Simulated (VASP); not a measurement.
# NbTe (P-6m2) in VASP: further runs, part 2 of 2

VASP 6.6.1.

### 4 Single point, r2SCAN

This run uses another cell than the first one, of 21.93 Å³/atom, 1.042 times its volume.

File POSCAR:

```
NbTe
1.0
    3.7029743866      0.0000000000      0.0000000000
   -1.8514871933      3.2068698884      0.0000000000
    0.0000000000      0.0000000000      3.6942110000
Te Nb
1 1
Direct
    0.6666666667      0.3333333333      0.0000000000
    0.0000000000      0.0000000000      0.5000000000
```

File INCAR.step1:

```
SYSTEM = NbTe
ALGO     = Normal         ! electronic algorithm
EDIFF    = 1E-4           ! SCF threshold, eV
ENCUT    = 520            ! plane-wave cutoff, eV
GGA      = PE             ! functional
ISMEAR   = -1             ! smearing method
LASPH    = .True.         ! aspherical terms in the spheres
LCHARG   = .False.        ! write CHGCAR
LREAL    = .False.        ! projectors in reciprocal space
LWAVE    = .True.         ! write WAVECAR
NBANDS   = 16             ! bands
NELM     = 60             ! most SCF steps
PREC     = Accurate       ! precision mode
SIGMA    = 0.05           ! smearing width, eV
```

File INCAR.step2:

```
SYSTEM = NbTe
ALGO     = Normal         ! electronic algorithm
EDIFF    = 1E-6           ! SCF threshold, eV
ENCUT    = 520            ! plane-wave cutoff, eV
ISIF     = 2              ! what is computed and relaxed
ISMEAR   = -1             ! smearing method
ISTART   = 1            
LASPH    = .True.         ! aspherical terms in the spheres
LCHARG   = .True.         ! write CHGCAR
LELF     = .True.         ! ELF
LMIXTAU  = .True.       
LREAL    = .False.        ! projectors in reciprocal space
LVHAR    = .True.       
LWAVE    = .False.        ! write WAVECAR
METAGGA  = R2SCAN         ! meta-GGA
NBANDS   = 16             ! bands
NELM     = 60             ! most SCF steps
PREC     = Accurate       ! precision mode
SIGMA    = 0.05           ! smearing width, eV
```

File KPOINTS:

```
k-points
0
Gamma
  8 8 7
  0 0 0
```

Potentials or basis: VASP PAW PBE potentials, release 64 (Te, Nb_sv).

Started as:

```bash
cat potpaw_PBE.64/Te/POTCAR potpaw_PBE.64/Nb_sv/POTCAR > POTCAR
cp INCAR.step1 INCAR
mpirun -np 1 vasp_std > vasp.out
cp INCAR.step2 INCAR
mpirun -np 1 vasp_std > vasp.out
```

OUTCAR:

```text
SYSTEM = NbTe
   EDIFF = 1E-6
   ENCUT = 520
   ISIF = 2
   ISMEAR = -1
   ISTART = 1
   LASPH = .True.
   LREAL = .False.
   METAGGA = R2SCAN
   NELM = 60
   PREC = Accurate

 ion  position               nearest neighbor table
   1  0.667  0.333  0.000-   2 2.83   2 2.83   2 2.83   2 2.83   2 2.83   2 2.83
   2  0.000  0.000  0.500-   1 2.83   1 2.83   1 2.83   1 2.83   1 2.83   1 2.83

  LATTYP: Found a hexagonal cell.
 ALAT       =     3.7029743866
 C/A-ratio  =     0.9976334196

  Lattice vectors:

[... 643 lines left out ...]
------------------------ aborting loop because EDIFF is reached ----------------------------------------

  FORCE on cell =-STRESS in cart. coord.  units (eV):
  Direction    XX          YY          ZZ          XY          YZ          ZX
  --------------------------------------------------------------------------------------
  -------------------------------------------------------------------------------------
  Total       -0.4234788     -0.4234788     -0.4887497      0.0000000      0.0000000      0.0000000
  in kB      -15.4663739    -15.4663739    -17.8502087      0.0000000      0.0000000      0.0000000
  external PRESSURE =     -16.2609855 kB  Pullay stress =       0.0000000 kB

 VOLUME and BASIS-vectors are now :
 -----------------------------------------------------------------------------
  energy-cutoff  :      520.00
  volume of cell :       43.87
      direct lattice vectors                 reciprocal lattice vectors
     3.702974387  0.000000000  0.000000000     0.270053178  0.155915275  0.000000000
    -1.851487193  3.206869888  0.000000000     0.000000000  0.311830550  0.000000000
     0.000000000  0.000000000  3.694211000     0.000000000  0.000000000  0.270693796

 POSITION                                       TOTAL-FORCE (eV/Angst)
 -----------------------------------------------------------------------------------
      1.85149      1.06896      0.00000         0.000000      0.000000      0.000000
      0.00000      0.00000      1.84711         0.000000      0.000000      0.000000
 -----------------------------------------------------------------------------------
    total drift:                               -0.000000      0.000000     -0.000000

  FREE ENERGIE OF THE ION-ELECTRON SYSTEM (eV)
  ---------------------------------------------------
  free  energy   TOTEN  =       -50.6697244361 eV

  energy  without entropy=      -50.6590326922  energy(sigma->0) =      -50.66437856
```

Wall time 48 s (1 thread of Intel Xeon 6975P-C (Granite Rapids), shared host); peak memory 0.18 GiB.

Results:

* Free energy: -50.6697 eV
* Pressure: -1.6 GPa

Stress tensor (GPa, compression positive):
```
-1.55  0.00  0.00
 0.00 -1.55  0.00
 0.00  0.00 -1.79
```

Caveat: the PAW data sets were made with another functional, which shifts forces and pressure a little; spin-orbit coupling is left out, which moves the levels of the heavy elements.

### 5 Single point, r2SCAN

This run uses another cell than the first one, of 22.37 Å³/atom, 1.063 times its volume.

File POSCAR:

```
NbTe
1.0
    3.7274981105      0.0000000000      0.0000000000
   -1.8637490552      3.2281080563      0.0000000000
    0.0000000000      0.0000000000      3.7186766865
Te Nb
1 1
Direct
    0.6666666667      0.3333333333      0.0000000000
    0.0000000000      0.0000000000      0.5000000000
```

File INCAR.step1:

```
SYSTEM = NbTe
PREC = Accurate
ENCUT = 520
ISMEAR = -1
SIGMA = 0.05
LREAL = .False.
LASPH = .True.
NELM = 100
NBANDS = 16
GGA = PE
ALGO = Normal
EDIFF = 1E-4
LWAVE = .True.
LCHARG = .False.
```

File INCAR.step2:

```
SYSTEM = NbTe
PREC = Accurate
ENCUT = 520
EDIFF = 1E-6
ISMEAR = -1
SIGMA = 0.05
LREAL = .False.
LASPH = .True.
NELM = 100
ALGO = Normal
ISIF = 2
LWAVE = .False.
LCHARG = .True.
METAGGA = R2SCAN
LMIXTAU = .True.
LELF = .True.
LVHAR = .True.
NBANDS = 16
ISTART = 1
```

File KPOINTS:

```
Automatic mesh
0
Gamma
  8 8 7
  0 0 0
```

Started as:

```bash
cat potpaw_PBE.64/Te/POTCAR potpaw_PBE.64/Nb_sv/POTCAR > POTCAR
cp INCAR.step1 INCAR
mpirun -np 1 vasp_std > vasp.out
cp INCAR.step2 INCAR
mpirun -np 1 vasp_std > vasp.out
```

It took 49 s on 1 thread of Intel Xeon 6975P-C (Granite Rapids), shared host; peak memory 0.17 GiB.

It converged, with:

* Free energy: -50.6546 eV
* Pressure: -3.9 GPa

Stress tensor (GPa, compression positive):
```
-3.62  0.00  0.00
 0.00 -3.62  0.00
 0.00  0.00 -4.47
```

Levels at points of the mesh, in eV from the Fermi level:
```tsv
k point	band 7	band 8	band 9	band 10	band 11	band 12	band 13	band 14
(0.00, 0.00, 0.00)	-3.36	-2.99	-2.60	0.11	0.11	2.45	2.45	3.14
(0.50, 0.00, 0.00)	-4.08	-2.86	-2.64	-0.24	1.28	1.56	3.05	4.06
```

Caveat: the PAW data sets were made with another functional, which shifts forces and pressure a little; spin-orbit coupling is left out, which moves the levels of the heavy elements.

### 6 Single point, r2SCAN

This run uses another cell than the first one, of 22.81 Å³/atom, 1.083 times its volume.

File POSCAR:

```
NbTe
1.0
    3.7517033219      0.0000000000      0.0000000000
   -1.8758516609      3.2490703843      0.0000000000
    0.0000000000      0.0000000000      3.7428246143
Te Nb
1 1
Direct
    0.6666666667      0.3333333333      0.0000000000
    0.0000000000      0.0000000000      0.5000000000
```

File INCAR.step1:

```
SYSTEM = NbTe
ALGO = Normal
EDIFF = 1E-4
ENCUT = 520
GGA = PE
ISMEAR = -1
LASPH = .True.
LCHARG = .False.
LREAL = .False.
LWAVE = .True.
NBANDS = 16
NELM = 60
PREC = Accurate
SIGMA = 0.05
```

File INCAR.step2:

```
SYSTEM = NbTe
ALGO = Normal
EDIFF = 1E-7
ENCUT = 520
ISIF = 2
ISMEAR = -1
ISTART = 1
LASPH = .True.
LCHARG = .False.
LMIXTAU = .True.
LREAL = .False.
LWAVE = .False.
METAGGA = R2SCAN
NBANDS = 16
NELM = 60
PREC = Accurate
SIGMA = 0.05
```

File KPOINTS:

```
k-points
0
Gamma
  8 8 7
  0 0 0
```

Potentials or basis: VASP PAW PBE potentials, release 64 (Te, Nb_sv).

Started as:

```bash
cat potpaw_PBE.64/Te/POTCAR potpaw_PBE.64/Nb_sv/POTCAR > POTCAR
cp INCAR.step1 INCAR
mpirun -np 1 vasp_std > vasp.out
cp INCAR.step2 INCAR
mpirun -np 1 vasp_std > vasp.out
```

OUTCAR:

```text
SYSTEM = NbTe
   EDIFF = 1E-7
   ENCUT = 520
   ISIF = 2
   ISMEAR = -1
   ISTART = 1
   LASPH = .True.
   LREAL = .False.
   METAGGA = R2SCAN
   NELM = 60
   PREC = Accurate

 ion  position               nearest neighbor table
   1  0.667  0.333  0.000-   2 2.86   2 2.86   2 2.86   2 2.86   2 2.86   2 2.86
   2  0.000  0.000  0.500-   1 2.86   1 2.86   1 2.86   1 2.86   1 2.86   1 2.86

  LATTYP: Found a hexagonal cell.
 ALAT       =     3.7517033219
 C/A-ratio  =     0.9976334196

  Lattice vectors:

 A1 = (   3.7517033219,   0.0000000000,   0.0000000000)
 A2 = (  -1.8758516609,   3.2490703843,   0.0000000000)
 A3 = (   0.0000000000,   0.0000000000,   3.7428246143)

Analysis of symmetry for initial positions (statically):
=====================================================================
 Subroutine PRICEL returns:
 Original cell was already a primitive cell.

 Routine SETGRP: Setting up the symmetry group for a
 hexagonal supercell.

 Subroutine GETGRP returns: Found 12 space group operations
 (whereof 12 operations were pure point group operations)
[... 158 lines left out ...]
  ext. energy  EPLUGINS =         0.00000000
  ---------------------------------------------------
  free energy    TOTEN  =       -50.62774133 eV

  energy without entropy =      -50.61625899  energy(sigma->0) =      -50.62200016

 E-fermi :  10.5391     XC(G=0): -11.7882

 val. band max:       10.4694263439   @ k =   0.2500   0.0000   0.0000
 cond. band min:      10.5914138035   @ k =   0.1250   0.0000   0.0000
 fundamental gap:      0.1219874596
 Fermi energy:        10.5390880539

 k-point     1 :       0.0000    0.0000    0.0000
  band No.  band energies     occupation
      1     -47.0325      2.00000
      2     -22.5080      2.00000
      3     -22.3204      2.00000
      4     -22.3204      2.00000
      5      -4.1323      2.00000
      6       7.2358      2.00000
[... 433 lines left out ...]
      3     -22.4137      2.00000
      4     -22.3377      2.00000
      5      -2.4763      2.00000
      6       4.1495      2.00000
[... 8 lines left out ...]
     15      16.9270      0.00000
     16      19.2839      0.00000

 [... further k-points ...]
[... 5 lines left out ...]
  --------------------------------------------------------------------------------------
  -------------------------------------------------------------------------------------
  Total       -1.5589690     -1.5589690     -1.9540577     -0.0000000      0.0000000      0.0000000
  in kB      -54.7470820    -54.7470820    -68.6216053     -0.0000000      0.0000000      0.0000000
  external PRESSURE =     -59.3719231 kB  Pullay stress =       0.0000000 kB

 VOLUME and BASIS-vectors are now :
 -----------------------------------------------------------------------------
  energy-cutoff  :      520.00
  volume of cell :       45.62
      direct lattice vectors                 reciprocal lattice vectors
     3.751703322  0.000000000  0.000000000     0.266545597  0.153890172  0.000000000
    -1.875851661  3.249070384  0.000000000     0.000000000  0.307780344  0.000000000
     0.000000000  0.000000000  3.742824614     0.000000000  0.000000000  0.267177895

 POSITION                                       TOTAL-FORCE (eV/Angst)
 -----------------------------------------------------------------------------------
      1.87585      1.08302      0.00000         0.000000     -0.000000      0.000000
      0.00000      0.00000      1.87141        -0.000000      0.000000      0.000000
 -----------------------------------------------------------------------------------
    total drift:                               -0.000000      0.000000     -0.000000

  FREE ENERGIE OF THE ION-ELECTRON SYSTEM (eV)
  ---------------------------------------------------
  free  energy   TOTEN  =       -50.6277413335 eV

  energy  without entropy=      -50.6162589950  energy(sigma->0) =      -50.62200016
```

OUTCAR.step1:

```text
SYSTEM = NbTe
   EDIFF = 1E-4
   ENCUT = 520
   GGA = PE
   ISMEAR = -1
   LASPH = .True.
   LREAL = .False.
[... 677 lines left out ...]
      1.87585      1.08302      0.00000         0.000000      0.000000      0.000000
      0.00000      0.00000      1.87141         0.000000      0.000000      0.000000
 -----------------------------------------------------------------------------------
    total drift:                               -0.000000      0.000000      0.000000

  FREE ENERGIE OF THE ION-ELECTRON SYSTEM (eV)
  ---------------------------------------------------
  free  energy   TOTEN  =       -13.6076185537 eV

  energy  without entropy=      -13.5954379971  energy(sigma->0) =      -13.60152828
```

It took 54 s on 1 thread of Intel Xeon 6975P-C (Granite Rapids), shared host; peak memory 0.18 GiB.

What came out:

```yaml
Free_energy: -50.6277 eV
Pressure: -5.9 GPa
```

Stress tensor (GPa, compression positive):
```
-5.47  0.00  0.00
 0.00 -5.47  0.00
 0.00  0.00 -6.86
```

Levels at points of the mesh, in eV from the Fermi level:
```
           k point  band 7  band 8  band 9  band 10  band 11  band 12  band 13  band 14
(0.00, 0.00, 0.00)   -3.30   -2.90   -2.60     0.10     0.10     2.38     2.38     3.01
(0.50, 0.00, 0.00)   -4.02   -2.85   -2.55    -0.23     1.25     1.51     2.97     3.97
```

Caveat: the PAW data sets were made with another functional, which shifts forces and pressure a little; spin-orbit coupling is left out, which moves the levels of the heavy elements.

### 7 Overview

```csv
cell,gap on the mesh (eV),pressure (GPa)
"a = 3.653, b = 3.653, c = 3.644 Å, angles 90.0, 90.0, 120.0°, 2 atoms",none,3.8
"a = 3.678, b = 3.678, c = 3.669 Å, angles 90.0, 90.0, 120.0°, 2 atoms",none,0.9
"a = 3.703, b = 3.703, c = 3.694 Å, angles 90.0, 90.0, 120.0°, 2 atoms",none,-1.6
"a = 3.727, b = 3.727, c = 3.719 Å, angles 90.0, 90.0, 120.0°, 2 atoms",none,-3.9
"a = 3.752, b = 3.752, c = 3.743 Å, angles 90.0, 90.0, 120.0°, 2 atoms",none,-5.9
```

Alike in all rows: task single point; level r2SCAN; potentials or basis VASP PAW PBE potentials, release 64 (Te, Nb_sv); no spin polarisation; k mesh 8 × 8 × 7; cutoff (eV) 520; smearing fermi-dirac 0.05 eV.

Caveats: the PAW data sets were made with another functional, which shifts forces and pressure a little; spin-orbit coupling is left out, which moves the levels of the heavy elements.

Total energies depend on the potentials used, so only differences within one code and one set of settings carry meaning.
